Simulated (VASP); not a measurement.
The system is Sb.

```
Sb
1.0
    -1.59729    1.59729    2.74763
     1.59729   -1.59729    2.74763
     1.59729    1.59729   -2.74763
Sb
1
Cartesian
  0.0000 0.0000 0.0000
```

Base run:

* Program: VASP 6.6.1
* Functional: PBE
* Potentials or basis: VASP PAW PBE potentials, release 64 (Sb)
* Cutoff: 520 eV
* k mesh: 12 × 12 × 12
* Occupations: fermi-dirac, width 0.05 eV
* Spin: no spin polarisation

Its results: pressure -0.7 GPa.

Q: After a change of settings the same cell gave: pressure -4.5 GPa. Which change was it?
A. functional from PBE to r2SCAN
B. functional from PBE to LDA; potentials or basis from VASP PAW PBE potentials, release 64 (Sb) to VASP PAW LDA potentials, release 64 (Sb)
C. functional from PBE to PBEsol

A: B.
